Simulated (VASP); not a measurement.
# PbO (Pm-3m) in VASP: settings compared

PbO is run at these levels: PBE, r2SCAN; tasks: single point.

Program: VASP 6.6.1. These are calculated values, not measurements. Logs are shortened: lines on timing, memory, paths and dates and some standing lists are left out, and cuts for length are marked.

### Step 1. The cell of the first run

The structure is cubic, space group Pm-3m (No. 221). The conventional cell has a = 3.278 Å, b = 3.278 Å, c = 3.278 Å, α = 90.00°, β = 90.00°, γ = 90.00°. Pb (site symmetry m-3m) has 8 O at 2.84 Å and 6 Pb at 3.28 Å within 3.7 Å. Within 3.7 Å of O (site symmetry m-3m) lie 8 Pb at 2.84 Å and 6 O at 3.28 Å.

### Step 2. Single point, PBE (volume changed by +6%)

Input file INCAR:

```
SYSTEM = PbO
  ALGO = Normal
  EDIFF = 1E-6
  ENCUT = 520
  GGA = PE
  ISIF = 2
  ISMEAR = -1
  LASPH = .True.
  LCHARG = .False.
  LREAL = .False.
  LWAVE = .False.
  NBANDS = 17
  NELM = 100
  PREC = Accurate
  SIGMA = 0.02
```

Input file KPOINTS:

```
k-points
0
Gamma
  6 6 6
  0 0 0
```

Input file POSCAR:

```
PbO
1.0
    3.2778798490      0.0000000000      0.0000000000
    0.0000000000      3.2778798490      0.0000000000
    0.0000000000      0.0000000000      3.2778798490
Pb O
1 1
Direct
    0.0000000000      0.0000000000      0.0000000000
    0.5000000000      0.5000000000      0.5000000000
```

Potentials or basis: VASP PAW PBE potentials, release 64 (Pb_d, O).

Started as:

```bash
cat potpaw_PBE.64/Pb_d/POTCAR potpaw_PBE.64/O/POTCAR > POTCAR
mpirun -np 1 vasp_std > vasp.out
```

OUTCAR:

```text
SYSTEM = PbO
   EDIFF = 1E-6
   ENCUT = 520
   GGA = PE
   ISIF = 2
   ISMEAR = -1
   LASPH = .True.
   LREAL = .False.
   NELM = 100
   PREC = Accurate

 ion  position               nearest neighbor table
   1  0.000  0.000  0.000-   2 2.84   2 2.84   2 2.84   2 2.84   2 2.84   2 2.84   2 2.84   2 2.84

   2  0.500  0.500  0.500-   1 2.84   1 2.84   1 2.84   1 2.84   1 2.84   1 2.84   1 2.84   1 2.84

  LATTYP: Found a simple cubic cell.
 ALAT       =     3.2778798490

  Lattice vectors:

 A1 = (   3.2778798490,   0.0000000000,   0.0000000000)
 A2 = (   0.0000000000,   3.2778798490,   0.0000000000)
 A3 = (   0.0000000000,   0.0000000000,   3.2778798490)

Analysis of symmetry for initial positions (statically):
=====================================================================
 Subroutine PRICEL returns:
 Original cell was already a primitive cell.

 Routine SETGRP: Setting up the symmetry group for a
 simple cubic supercell.

 Subroutine GETGRP returns: Found 48 space group operations
 (whereof 48 operations were pure point group operations)
 out of a pool of 48 trial point group operations.

The static configuration has the point symmetry O_h .

Analysis of symmetry for dynamics (positions and initial velocities):
=====================================================================
 Subroutine PRICEL returns:
 Original cell was already a primitive cell.

 Routine SETGRP: Setting up the symmetry group for a
 simple cubic supercell.

 Subroutine GETGRP returns: Found 48 space group operations
 (whereof 48 operations were pure point group operations)
 out of a pool of 48 trial point group operations.

The dynamic configuration has the point symmetry O_h .

 Subroutine INISYM returns: Found 48 space group operations
 (whereof 48 operations are pure point group operations),
 and found     1 'primitive' translations

----------------------------------------------------------------------------------------

                                     Primitive cell

  volume of cell :      35.2192

  direct lattice vectors                    reciprocal lattice vectors
     3.277879849  0.000000000  0.000000000     0.305075246  0.000000000  0.000000000
     0.000000000  3.277879849  0.000000000     0.000000000  0.305075246  0.000000000
     0.000000000  0.000000000  3.277879849     0.000000000  0.000000000  0.305075246

  length of vectors
     3.277879849  3.277879849  3.277879849     0.305075246  0.305075246  0.305075246

  position of ions in fractional coordinates (direct lattice)
     0.000000000  0.000000000  0.000000000
     0.500000000  0.500000000  0.500000000

  ion indices of the primitive-cell ions
   primitive index   ion index
                 1           1
                 2           2

----------------------------------------------------------------------------------------

 KPOINTS: k-points

Automatic generation of k-mesh.
 Grid dimensions read from file:
 generate k-points for:    6    6    6

 Generating k-lattice:

  Cartesian coordinates                     Fractional coordinates (reciprocal lattice)
     0.050845874  0.000000000  0.000000000     0.166666667  0.000000000  0.000000000
     0.000000000  0.050845874  0.000000000     0.000000000  0.166666667  0.000000000
     0.000000000  0.000000000  0.050845874     0.000000000  0.000000000  0.166666667

  Length of vectors
     0.050845874  0.050845874  0.050845874

  Shift w.r.t. Gamma in fractional coordinates (k-lattice)
     0.000000000  0.000000000  0.000000000

 Subroutine IBZKPT returns following result:
 ===========================================

 Found     20 irreducible k-points:

 Following reciprocal coordinates:
            Coordinates               Weight
  0.000000  0.000000  0.000000      1.000000
  0.166667  0.000000  0.000000      6.000000
  0.333333  0.000000  0.000000      6.000000
  0.500000  0.000000  0.000000      3.000000
  0.166667  0.166667  0.000000     12.000000
  0.333333  0.166667  0.000000     24.000000
[... 12 lines left out ...]
  0.500000  0.500000  0.333333      6.000000
  0.500000  0.500000  0.500000      1.000000
   k-points           NKPTS =     20   k-points in BZ     NKDIM =     20   number of bands    NBANDS=     17
   number of dos      NEDOS =    301   number of ions     NIONS =      2
   total plane-waves  NPLWV =  13824
   dimension x,y,z NGX =    24 NGY =   24 NGZ =   24
   dimension x,y,z NGXF=    48 NGYF=   48 NGZF=   48
   ions per type =               1   1
   NGX,Y,Z   is equivalent  to a cutoff of  12.17, 12.17, 12.17 a.u.
   NGXF,Y,Z  is equivalent  to a cutoff of  24.34, 24.34, 24.34 a.u.
 SYSTEM =  PbO
   PREC   = accura    normal or accurate (medium, high low for compatibility)
   ISTART =      0    job   : 0-new  1-cont  2-samecut
   ICHARG =      2    charge: 1-file 2-atom 10-const
   ISPIN  =      1    spin polarized calculation?
   LNONCOLLINEAR =      F non collinear calculations
   LSORBIT =      F    spin-orbit coupling
   LASPH  =      T    aspherical Exc in radial PAW
   ENCUT  =  520.0 eV  38.22 Ry    6.18 a.u.   6.09  6.09  6.09*2*pi/ulx,y,z
   NELM   =    100;   NELMIN=  2; NELMDL= -5     # of ELM steps
   EDIFF  = 0.1E-05   stopping-criterion for ELM
   LREAL  =      F    real-space projection
   EDIFFG = 0.1E-04   stopping-criterion for IOM
   NSW    =      0    number of steps for IOM
   IBRION =     -1    ionic relax: 0-MD 1-quasi-New 2-CG
   NFREE  =      0    steps in history (QN), initial steepest desc. (CG)
   ISIF   =      2    stress and relaxation
   ISYM   =      2    0-nonsym 1-usesym 2-fastsym
   POTIM  = 0.5000    time-step for ionic-motion
   TEBEG  =    0.0;   TEEND  =   0.0 temperature during run
   PSTRESS=    0.0 pullay stress
   NELECT =      20.0000    total number of electrons
   NUPDOWN=      -1.0000    fix difference up-down
   EMIN   =  10.00;   EMAX   =-10.00  energy-range for DOS
   EFERMI =   0.00;   METHOD = LEGACY
   ISMEAR =    -1;   SIGMA  =   0.02  broadening in eV -4-tet -1-fermi 0-gaus
   EFERMI_NEDOS =   21; number of points for ismear=-14 and -15
   IALGO  =     38    algorithm
   IMIX   =      4    mixing-type and parameters
     AMIX     =   0.40;   BMIX     =  1.00
     AMIX_MAG =   1.60;   BMIX_MAG =  1.00
  volume/ion in A,a.u.               =      17.61       118.84
  Fermi-wavevector in a.u.,A,eV,Ry     =   1.355684  2.561871 25.005863  1.837879
  Thomas-Fermi vector in A             =   2.482751
   LORBIT       =      0    0 simple, 1 ext, 2 COOP (PROOUT), +10 PAW based schemes
   GGA     = PE    functional components
   LHFCALC =     F    Hartree Fock is set to
   AEXX    =    0.0000 exact exchange contribution
   IVDW    =     0    specifies the selected vdW correction
   LEPSILON=     F    determine dielectric tensor
   LRPA    =     F    only Hartree local field effects (RPA)
 non-spin polarized calculation
  energy-cutoff  :      520.00
  volume of cell :       35.22
 maximum number of plane-waves:       968
   NGX = 13   NGY = 13   NGZ = 13

 number of electron      19.9999987 magnetization

 Free energy of the ion-electron system (eV)
  ---------------------------------------------------
  ext. energy  EPLUGINS =         0.00000000
  ---------------------------------------------------
  free energy    TOTEN  =        -9.72484647 eV

  energy without entropy =       -9.72484614  energy(sigma->0) =       -9.72484631

 E-fermi :   6.0904     XC(G=0): -10.8366

 val. band max:        5.8317581885   @ k =   0.1667   0.1667   0.1667
 cond. band min:       6.3045396897   @ k =   0.5000   0.0000   0.0000
 fundamental gap:      0.4727815012
 Fermi energy:         6.0904345988

 k-point     1 :       0.0000    0.0000    0.0000
  band No.  band energies     occupation
      1     -10.6545      2.00000
      2     -10.6545      2.00000
      3     -10.5770      2.00000
      4     -10.1083      2.00000
      5     -10.1083      2.00000
      6     -10.1083      2.00000
[... 9 lines left out ...]
     16      21.8707      0.00000
     17      24.5199      0.00000

 k-point     2 :       0.1667    0.0000    0.0000
  band No.  band energies     occupation
      1     -10.6481      2.00000
      2     -10.5641      2.00000
      3     -10.4411      2.00000
      4     -10.1444      2.00000
      5     -10.1444      2.00000
      6     -10.1053      2.00000
[... 9 lines left out ...]
     16      22.5153      0.00000
     17      23.4980      0.00000

 k-point     3 :       0.3333    0.0000    0.0000
  band No.  band energies     occupation
      1     -10.6351      2.00000
      2     -10.3834      2.00000
      3     -10.2156      2.00000
      4     -10.2156      2.00000
      5     -10.1506      2.00000
      6     -10.0993      2.00000
[... 9 lines left out ...]
     16      20.0875      0.00000
     17      23.6846      0.00000

 k-point     4 :       0.5000    0.0000    0.0000
  band No.  band energies     occupation
      1     -10.6286      2.00000
      2     -10.2874      2.00000
      3     -10.2506      2.00000
      4     -10.2506      2.00000
      5     -10.0963      2.00000
      6     -10.0008      2.00000
[... 9 lines left out ...]
     16      21.8502      0.00000
     17      22.6808      0.00000
[... 263 lines left out ...]
      1     -10.6206      2.00000
      2     -10.3782      2.00000
      3     -10.3297      2.00000
      4     -10.1628      2.00000
      5     -10.0543      2.00000
      6      -9.3462      2.00000
[... 9 lines left out ...]
     16      19.2723      0.00000
     17      25.5710      0.00000

 k-point    19 :       0.5000    0.5000    0.3333
  band No.  band energies     occupation
      1     -10.5844      2.00000
      2     -10.3734      2.00000
      3     -10.3734      2.00000
      4     -10.1074      2.00000
      5      -9.9916      2.00000
      6      -9.3945      2.00000
[... 9 lines left out ...]
     16      18.9472      0.00000
     17      24.9767      0.00000

 k-point    20 :       0.5000    0.5000    0.5000
  band No.  band energies     occupation
      1     -10.4212      2.00000
      2     -10.4212      2.00000
      3     -10.4212      2.00000
      4      -9.9896      2.00000
      5      -9.9896      2.00000
      6      -9.5418      2.00000
[... 9 lines left out ...]
     16      18.7257      0.00000
     17      24.1101      0.00000

------------------------ aborting loop because EDIFF is reached ----------------------------------------

  FORCE on cell =-STRESS in cart. coord.  units (eV):
  Direction    XX          YY          ZZ          XY          YZ          ZX
  --------------------------------------------------------------------------------------
  -------------------------------------------------------------------------------------
  Total       -1.0650088     -1.0650088     -1.0650088     -0.0000000      0.0000000      0.0000000
  in kB      -48.4489866    -48.4489866    -48.4489866     -0.0000000      0.0000000      0.0000000
  external PRESSURE =     -48.4489866 kB  Pullay stress =       0.0000000 kB

 VOLUME and BASIS-vectors are now :
 -----------------------------------------------------------------------------
  energy-cutoff  :      520.00
  volume of cell :       35.22
      direct lattice vectors                 reciprocal lattice vectors
     3.277879849  0.000000000  0.000000000     0.305075246  0.000000000  0.000000000
     0.000000000  3.277879849  0.000000000     0.000000000  0.305075246  0.000000000
     0.000000000  0.000000000  3.277879849     0.000000000  0.000000000  0.305075246

 POSITION                                       TOTAL-FORCE (eV/Angst)
 -----------------------------------------------------------------------------------
      0.00000      0.00000      0.00000         0.000000      0.000000      0.000000
      1.63894      1.63894      1.63894         0.000000      0.000000      0.000000
 -----------------------------------------------------------------------------------
    total drift:                                0.000000      0.000000     -0.000000

  FREE ENERGIE OF THE ION-ELECTRON SYSTEM (eV)
  ---------------------------------------------------
  free  energy   TOTEN  =        -9.7248464691 eV

  energy  without entropy=       -9.7248461445  energy(sigma->0) =       -9.72484631
```

It took 5 s on 1 thread of Intel Xeon 6975P-C, shared host; peak memory 0.14 GiB.

What came out:

- Free energy: -9.7248 eV
- Pressure: -4.8 GPa
- Band gap on the k mesh: 0.47 eV, indirect (least direct gap 0.61 eV)

Caveat: spin-orbit coupling is left out, which moves the levels of the heavy elements.

(Part 1 of 2 ends here.)
